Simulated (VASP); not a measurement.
MgO2, 3 atoms in the cell. The structure is trigonal, space group R-3m (No. 166). Conventional cell: a = 2.941 Å, b = 2.941 Å, c = 12.485 Å, α = 90.00°, β = 90.00°, γ = 120.00°. Mg (site symmetry -3m) has 6 O at 2.07 Å within 2.7 Å. O (site symmetry 3m) has 1 O at 1.78 Å and 3 Mg at 2.07 Å within 2.4 Å.  This cell differs from its parent crystal: ratio of the length along z to the lengths across it x 1.3, volume and fractional coordinates fixed.

```yaml
Program: VASP 6.6.1
Task: single point
Functional: r2SCAN
Potentials_or_basis: VASP PAW PBE potentials, release 64 (Mg, O)
Cutoff: 520 eV
k_mesh: 12 × 12 × 12
Occupations: gaussian, width 0.05 eV
Spin: no spin polarisation
Dipole_correction: no
Further_INCAR_settings: ALGO = Normal; EDIFF = 1e-07; NBANDS = 14
```

Potentials or basis: VASP PAW PBE potentials, release 64 (Mg, O).

Run with:

```console
$ cat potpaw_PBE.64/Mg/POTCAR potpaw_PBE.64/O/POTCAR > POTCAR
$ cp INCAR.step1 INCAR
$ mpirun -np 1 vasp_std > vasp.out
$ cp INCAR.step2 INCAR
$ mpirun -np 1 vasp_std > vasp.out
```

Hardware: 1 thread of Intel(R) Xeon(R) 6975P-C (Granite Rapids), on a shared host.

How long does it take, and how much memory?

Wall time 4.9 min on 1 thread of Intel(R) Xeon(R) 6975P-C (Granite Rapids) (shared host), peak memory 0.26 GiB. Counts: k points 189.
